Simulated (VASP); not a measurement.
A run of VASP 6.6.1 is set up as follows.

INCAR

```
SYSTEM = SrLiH3
ALGO = Normal
EDIFF = 1E-7
ENCUT = 520
GGA = PE
ISIF = 2
ISMEAR = 0
LASPH = .True.
LCHARG = .True.
LELF = .True.
LREAL = .False.
LVHAR = .True.
LWAVE = .False.
NBANDS = 16
NELM = 80
PREC = Accurate
SIGMA = 0.05
```

Contents of KPOINTS:

```
k-points
0
Gamma
  6 6 6
  0 0 0
```

File POSCAR:

```
SrLiH3
1.0
    4.6307910000      0.0000000000      0.0000000000
    0.0000000000      4.6307910000      0.0000000000
    0.0000000000      0.0000000000      4.8623305500
Li Sr H
1 1 3
Direct
    0.0000000000      0.0000000000      0.0000000000
    0.5000000000      0.5000000000      0.5000000000
    0.0000000000      0.5000000000      0.5000000000
    0.5000000000      0.0000000000      0.5000000000
    0.5000000000      0.5000000000      0.0000000000
```

Potentials or basis: VASP PAW PBE potentials, release 64 (Li_sv, Sr_sv, H).

Launch:

```bash
$ cat potpaw_PBE.64/Li_sv/POTCAR potpaw_PBE.64/Sr_sv/POTCAR potpaw_PBE.64/H/POTCAR > POTCAR
$ mpirun -np 1 vasp_std > vasp.out
```

Q: Estimate the band gap on the k mesh.

A: 1.79 eV (least direct gap 2.19 eV).

Caveat: the cell differs from its parent crystal (strain +0.000 along x and y, +0.050 along z). A k mesh can miss the band edges.
